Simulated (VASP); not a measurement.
# Al in VASP: notebook

The runs below take Al through single point, with PBE+D3(BJ).

Program: VASP 6.6.1. These are calculated values, not measurements. Logs are shortened: lines on timing, memory, paths and dates and some standing lists are left out, and cuts for length are marked.

## (1) The cell of the first run

The cell holds a slab with vacuum, 17 atoms: a = 5.632 Å, b = 5.632 Å, c = 25.898 Å, α = 90.00°, β = 90.00°, γ = 120.00°.

## (2) Single point, PBE+D3(BJ)

INCAR

```
ALGO = Normal ; DIPOL = 0.5 0.5 0.472
EDIFF = 1E-6 ; ENCUT = 520
GGA = PE ; IDIPOL = 3
ISIF = 2 ; ISMEAR = 0
IVDW = 12 ; LASPH = True
LCHARG = False ; LDIPOL = True
LREAL = Auto ; LWAVE = False
NBANDS = 40 ; NELM = 60
PREC = Accurate ; SIGMA = 0.1
```

KPOINTS

```
k-points
0
Gamma
  6 6 1
```

POSCAR

```
Al
1.0
    5.6324246408      0.0000000000      0.0000000000
   -2.8162123204      4.8778228238      0.0000000000
    0.0000000000      0.0000000000     25.8982831923
Al
17
Direct
    0.3333332566      0.1666665702      0.3282070837
    0.3333333454      0.6666666907      0.3282070837
    0.8333331998      0.1666665702      0.3282070837
    0.8333332885      0.6666666907      0.3282070837
    0.6666666158      0.3333333454      0.4169939729
    0.6666666020      0.8333332609      0.4169939729
    0.1666666727      0.3333333454      0.4169939729
    0.1666666589      0.8333332609      0.4169939729
    0.0000100057      0.5000050408      0.5029002078
    0.0017947976      0.0008973266      0.5029502498
    0.4990620360      0.4981734860      0.5029559258
    0.4990620231      0.0008885112      0.5029559258
    0.3263897235      0.6631948549      0.5904133446
    0.3332447144      0.1666222881      0.5941220847
    0.8368361528      0.6630876350      0.5903793269
    0.8368361295      0.1737484182      0.5903793269
   -0.3328610745     -0.1664306043      0.6712517147
```

Potentials or basis: VASP PAW PBE potentials, release 64 (Al).

Launch:

```sh
> cat potpaw_PBE.64/Al/POTCAR > POTCAR
> mpirun -np 1 vasp_std > vasp.out
```

OUTCAR:

```text
EDIFF = 1E-6
   ENCUT = 520
   GGA = PE
   ISIF = 2
   ISMEAR = 0
   IVDW = 12
   LASPH = True
   LREAL = Auto
   NELM = 60
   PREC = Accurate
 IVDW          = 12

 ion  position               nearest neighbor table
   1  0.333  0.167  0.328-   4 2.82   2 2.82   3 2.82   8 2.82   7 2.82   5 2.82   3 2.82   2 2.82
                             4 2.82
   2  0.333  0.667  0.328-   3 2.82   1 2.82   4 2.82   6 2.82   8 2.82   7 2.82   4 2.82   1 2.82
                             3 2.82
   3  0.833  0.167  0.328-   2 2.82   4 2.82   1 2.82   6 2.82   5 2.82   1 2.82   4 2.82   7 2.82
                             2 2.82
   4  0.833  0.667  0.328-   1 2.82   3 2.82   2 2.82   6 2.82   5 2.82   2 2.82   8 2.82   3 2.82
                             1 2.82
   5  0.667  0.333  0.417-  11 2.75  12 2.75   9 2.76   6 2.82   7 2.82   8 2.82   8 2.82   4 2.82
                             1 2.82   3 2.82   7 2.82   6 2.82
   6  0.667  0.833  0.417-  10 2.76  11 2.76  12 2.76   7 2.82   5 2.82   8 2.82   2 2.82   4 2.82
                             3 2.82   8 2.82   5 2.82   7 2.82
   7  0.167  0.333  0.417-  10 2.75  11 2.75   9 2.76   6 2.82   8 2.82   5 2.82   2 2.82   1 2.82
                             5 2.82   8 2.82   6 2.82   3 2.82
   8  0.167  0.833  0.417-  10 2.75  12 2.75   9 2.76   7 2.82   6 2.82   5 2.82   2 2.82   5 2.82
                             1 2.82   6 2.82   4 2.82   7 2.82
   9  0.000  0.500  0.503-   8 2.76   7 2.76   5 2.76  15 2.77  16 2.77  13 2.77  12 2.82  11 2.82
                            10 2.82  10 2.82  11 2.82  12 2.82
  10  0.002  0.001  0.503-   8 2.75   7 2.75   6 2.76  15 2.80  16 2.80  12 2.80  11 2.80   9 2.82
                             9 2.82  11 2.83  12 2.83  14 2.86
  11  0.499  0.498  0.503-   7 2.75   5 2.75   6 2.76  15 2.80  13 2.80  10 2.80  12 2.80   9 2.82
                             9 2.82  12 2.83  10 2.83  14 2.86
  12  0.499  0.001  0.503-   8 2.75   5 2.75   6 2.76  16 2.80  13 2.80  10 2.80  11 2.80   9 2.82
                             9 2.82  11 2.83  10 2.83  14 2.86
  13  0.326  0.663  0.590-  17 2.67  15 2.76  16 2.76   9 2.77  12 2.80  11 2.80  14 2.82  14 2.82
                            16 2.88  15 2.88
  14  0.333  0.167  0.594-  15 2.82  16 2.82  13 2.82  13 2.82  16 2.82  15 2.82  10 2.86  12 2.86
                            11 2.86
  15  0.837  0.663  0.590-  17 2.67  16 2.76  13 2.76   9 2.77  11 2.80  10 2.80  14 2.82  14 2.82
                            13 2.88  16 2.88
  16  0.837  0.174  0.590-  17 2.67  15 2.76  13 2.76   9 2.77  12 2.80  10 2.80  14 2.82  14 2.82
                            13 2.88  15 2.88
  17  0.667  0.834  0.671-  15 2.67  16 2.67  13 2.67

  LATTYP: Found a hexagonal cell.
 ALAT       =     5.6324246408
 C/A-ratio  =     4.5980700753

  Lattice vectors:

 A1 = (   5.6324246408,   0.0000000000,   0.0000000000)
 A2 = (  -2.8162123204,   4.8778228238,   0.0000000000)
 A3 = (   0.0000000000,   0.0000000000,  25.8982831923)

Analysis of symmetry for initial positions (statically):
=====================================================================
 Subroutine PRICEL returns:
 Original cell was already a primitive cell.

 Routine SETGRP: Setting up the symmetry group for a
 hexagonal supercell.

 Subroutine GETGRP returns: Found  2 space group operations
 (whereof  2 operations were pure point group operations)
 out of a pool of 24 trial point group operations.

The static configuration has the point symmetry C_1h.

Analysis of symmetry for dynamics (positions and initial velocities):
=====================================================================
 Subroutine PRICEL returns:
 Original cell was already a primitive cell.

 Routine SETGRP: Setting up the symmetry group for a
 hexagonal supercell.

 Subroutine GETGRP returns: Found  2 space group operations
 (whereof  2 operations were pure point group operations)
 out of a pool of 24 trial point group operations.

The dynamic configuration has the point symmetry C_1h.

 Subroutine INISYM returns: Found  2 space group operations
 (whereof  2 operations are pure point group operations),
 and found     1 'primitive' translations

----------------------------------------------------------------------------------------

                                     Primitive cell

  volume of cell :     711.5286

  direct lattice vectors                    reciprocal lattice vectors
     5.632424641  0.000000000  0.000000000     0.177543432  0.102504748  0.000000000
    -2.816212320  4.877822824  0.000000000     0.000000000  0.205009496  0.000000000
     0.000000000  0.000000000 25.898283192     0.000000000  0.000000000  0.038612598

  length of vectors
[... 68 lines left out ...]
            Coordinates               Weight
  0.000000  0.000000  0.000000      1.000000
  0.166667  0.000000  0.000000      2.000000
  0.000000  0.166667  0.000000      4.000000
  0.333333  0.000000  0.000000      2.000000
  0.000000  0.333333  0.000000      4.000000
  0.500000  0.000000  0.000000      1.000000
  0.000000  0.500000  0.000000      2.000000
  0.166667  0.166667  0.000000      4.000000
 -0.166667  0.333333  0.000000      2.000000
  0.333333  0.166667  0.000000      4.000000
 -0.166667  0.500000  0.000000      4.000000
  0.500000  0.333333  0.000000      4.000000
  0.333333  0.333333  0.000000      2.000000
   k-points           NKPTS =     13   k-points in BZ     NKDIM =     13   number of bands    NBANDS=     40
   number of dos      NEDOS =    301   number of ions     NIONS =     17
   total plane-waves  NPLWV = 345744
   dimension x,y,z NGX =    42 NGY =   42 NGZ =  196
   dimension x,y,z NGXF=    84 NGYF=   84 NGZF=  392
   ions per type =              17
   NGX,Y,Z   is equivalent  to a cutoff of  12.40, 12.40, 12.58 a.u.
   NGXF,Y,Z  is equivalent  to a cutoff of  24.79, 24.79, 25.16 a.u.
 SYSTEM =  unknown system
   PREC   = accura    normal or accurate (medium, high low for compatibility)
   ISTART =      0    job   : 0-new  1-cont  2-samecut
   ICHARG =      2    charge: 1-file 2-atom 10-const
   ISPIN  =      1    spin polarized calculation?
   LNONCOLLINEAR =      F non collinear calculations
   LSORBIT =      F    spin-orbit coupling
   LASPH  =      T    aspherical Exc in radial PAW
   ENCUT  =  520.0 eV  38.22 Ry    6.18 a.u.  10.47 10.47 48.15*2*pi/ulx,y,z
   NELM   =     60;   NELMIN=  2; NELMDL= -5     # of ELM steps
   EDIFF  = 0.1E-05   stopping-criterion for ELM
   LREAL  =      T    real-space projection
   EDIFFG = 0.1E-04   stopping-criterion for IOM
   NSW    =      0    number of steps for IOM
   IBRION =     -1    ionic relax: 0-MD 1-quasi-New 2-CG
   NFREE  =      0    steps in history (QN), initial steepest desc. (CG)
   ISIF   =      2    stress and relaxation
   ISYM   =      2    0-nonsym 1-usesym 2-fastsym
   POTIM  = 0.5000    time-step for ionic-motion
   TEBEG  =    0.0;   TEEND  =   0.0 temperature during run
   PSTRESS=    0.0 pullay stress
   NELECT =      51.0000    total number of electrons
   NUPDOWN=      -1.0000    fix difference up-down
   EMIN   =  10.00;   EMAX   =-10.00  energy-range for DOS
   EFERMI =   0.00;   METHOD = LEGACY
   ISMEAR =     0;   SIGMA  =   0.10  broadening in eV -4-tet -1-fermi 0-gaus
   EFERMI_NEDOS =   21; number of points for ismear=-14 and -15
   IALGO  =     38    algorithm
   IMIX   =      4    mixing-type and parameters
     AMIX     =   0.40;   BMIX     =  1.00
     AMIX_MAG =   1.60;   BMIX_MAG =  1.00
  volume/ion in A,a.u.               =      41.85       282.45
  Fermi-wavevector in a.u.,A,eV,Ry     =   0.680039  1.285088  6.292064  0.462454
  Thomas-Fermi vector in A             =   1.758413
   LORBIT       =      0    0 simple, 1 ext, 2 COOP (PROOUT), +10 PAW based schemes
   GGA     = PE    functional components
   LHFCALC =     F    Hartree Fock is set to
   AEXX    =    0.0000 exact exchange contribution
   IVDW    =    12    specifies the selected vdW correction
   LEPSILON=     F    determine dielectric tensor
   LRPA    =     F    only Hartree local field effects (RPA)
 non-spin polarized calculation
 Gauss-broadening in eV      SIGMA  =   0.10
  energy-cutoff  :      520.00
  volume of cell :      711.53
 maximum number of plane-waves:     19273
 NGX is ok and might be reduce to    42
   NGX = 21   NGY = 21   NGZ = 97

 dipolmoment           0.000000      0.000000     -0.006634 electrons x Angstroem

 number of electron      51.0000000 magnetization

 dipolmoment           0.000000      0.000000      0.038594 electrons x Angstroem

 Free energy of the ion-electron system (eV)
  ---------------------------------------------------
  ext. energy  EPLUGINS =         0.00000000
  ---------------------------------------------------
  free energy    TOTEN  =       -59.73548005 eV

  energy without entropy =      -59.68380501  energy(sigma->0) =      -59.70964253

 E-fermi :   0.7851     XC(G=0):  -4.7329

 val. band max:        0.7758706266   @ k =   0.5000   0.0000   0.0000
 cond. band min:       0.8010093471   @ k =   0.3333   0.0000   0.0000
 fundamental gap:      0.0251387205
 Fermi energy:         0.7850834390

 k-point     1 :       0.0000    0.0000    0.0000
  band No.  band energies     occupation
      1     -10.4248      2.00000
      2      -9.3186      2.00000
      3      -7.7606      2.00000
      4      -5.6776      2.00000
      5      -4.4026      2.00000
      6      -4.4025      2.00000
[... 509 lines left out ...]
     36       3.5035      0.00000
     37       3.7307      0.00000
 [bands above 37 left out]

------------------------ aborting loop because EDIFF is reached ----------------------------------------

 vacuum level on the upper side and lower side of the slab       (xc-potential included)         0.030        -0.186

 Edisp (eV)   -4.56127

 E8    (eV) :    -2.1084

  FORCE on cell =-STRESS in cart. coord.  units (eV):
  Direction    XX          YY          ZZ          XY          YZ          ZX
  --------------------------------------------------------------------------------------
  -------------------------------------------------------------------------------------
  Total       1.08616     1.09519    -0.29223    -0.00783    -0.00032    -0.00056
  in kB       2.44574     2.46609    -0.65802    -0.01762    -0.00073    -0.00127
  external pressure =        1.42 kB  Pullay stress =        0.00 kB

 VOLUME and BASIS-vectors are now :
 -----------------------------------------------------------------------------
  energy-cutoff  :      520.00
  volume of cell :      711.53
      direct lattice vectors                 reciprocal lattice vectors
     5.632424641  0.000000000  0.000000000     0.177543432  0.102504748  0.000000000
    -2.816212320  4.877822824  0.000000000     0.000000000  0.205009496  0.000000000
     0.000000000  0.000000000 25.898283192     0.000000000  0.000000000  0.038612598

 POSITION                                       TOTAL-FORCE (eV/Angst)
 -----------------------------------------------------------------------------------
      1.40811      0.81297      8.50000        -0.000186     -0.000107      0.058452
      0.00000      3.25188      8.50000         0.075843      0.043788      0.010202
      4.22432      0.81297      8.50000         0.000162     -0.087777      0.010062
      2.81621      3.25188      8.50000        -0.075936      0.044029      0.010062
      2.81621      1.62594     10.79943         0.029623      0.017103      0.000727
      1.40811      4.06485     10.79943         0.000065      0.000037     -0.088074
[... 9 lines left out ...]
      4.22410      0.84751     15.28981         0.000428     -0.000312     -0.000118
      1.41010      4.06600     17.38427         0.001445      0.000834     -0.005682
 -----------------------------------------------------------------------------------
    total drift:                                0.000244      0.000093     -0.022363

  FREE ENERGIE OF THE ION-ELECTRON SYSTEM (eV)
  ---------------------------------------------------
  free  energy   TOTEN  =       -64.2967522245 eV

  energy  without entropy=      -64.2450771798  energy(sigma->0) =      -64.27091470

 vacuum level on the upper side and lower side of the slab         4.794         4.574
```

Run time: 8.9 min. Hardware: 1 thread of Intel Xeon 6975P-C (Granite Rapids), shared host; peak memory 0.76 GiB.

What came out:

```yaml
Free_energy: -64.2968 eV
Largest_force: 0.088 eV/Å
Band_gap_on_the_k_mesh: zero (an odd number of electrons rules out a gap without spin polarisation)
Dispersion_energy_per_atom: -0.268 eV
```

Forces on the atoms (eV/Å):
```
Al   0.000  0.000  0.058
Al   0.076  0.044  0.010
Al   0.000 -0.088  0.010
Al  -0.076  0.044  0.010
Al   0.030  0.017  0.001
Al   0.000  0.000 -0.088
Al  -0.030  0.017  0.000
Al   0.000 -0.034  0.000
Al   0.000  0.000  0.004
Al   0.001  0.001  0.000
Al   0.000 -0.001  0.000
Al  -0.001  0.001  0.000
Al  -0.001  0.000  0.001
Al  -0.001 -0.001 -0.001
Al   0.000  0.001  0.000
Al   0.000  0.000  0.000
Al   0.001  0.001 -0.006
```

Levels at points of the mesh, in eV from the Fermi level:
```tsv
k point	band 21	band 22	band 23	band 24	band 25	band 26	band 27	band 28	band 29	band 30
(0.00, 0.00, 0.00)	-2.32	-2.18	-2.18	-1.90	-0.63	-0.63	-0.25	-0.02	0.03	0.05
(0.50, 0.00, 0.00)	-0.87	-0.64	-0.62	-0.01	0.07	0.28	0.29	0.54	0.63	0.85
(0.00, 0.50, 0.00)	-0.87	-0.64	-0.62	-0.01	0.07	0.28	0.29	0.54	0.63	0.85
```

(Part 1 of 2 ends here.)
